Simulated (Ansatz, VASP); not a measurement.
## HfO2: VASP beside Ansatz

```
CELL_PARAMETERS angstrom
0.21470 2.72676 2.72676
2.72676 0.21470 2.72676
2.72676 2.72676 0.21470
ATOMIC_POSITIONS crystal
Hf 0.00000 0.00000 0.00000
O 0.25000 0.25000 0.25000
O 0.75000 0.75000 0.75000
```

Alike in both runs: task single point; functional PBE; k mesh 8 × 8 × 8; occupations gaussian, width 0.05 eV; no spin polarisation.

|  | VASP | Ansatz |
| --- | --- | --- |
| version | VASP 6.6.1 | Ansatz 0.2.0 |
| potentials or method | VASP PAW PBE potentials, release 64 (Hf_pv, O), cutoff 520 eV | scalar-relativistic, plane waves, PAW |
| valence electrons in the cell | 22 | 38 |

```tsv
	VASP	Ansatz	Ansatz less VASP
gap on the k mesh at the Fermi level (eV)	3.66	3.66	+0.006
least direct gap on the mesh (eV)	3.66	3.66	+0.006
pressure (GPa)	-16.1	-13.1	+2.99
traceless stress, the component that is largest in VASP (GPa)	-2.12	-2.39	-0.270
rms of the force components (eV/Å)	0.016	0.050	+0.0338
```

Atom by atom the forces differ by 0.034 eV/Å (rms over components). VASP's potentials hold 22 valence electrons a cell and Ansatz's 38, so a difference there can come from the potentials and not from the codes.

Spin-orbit coupling is off throughout.
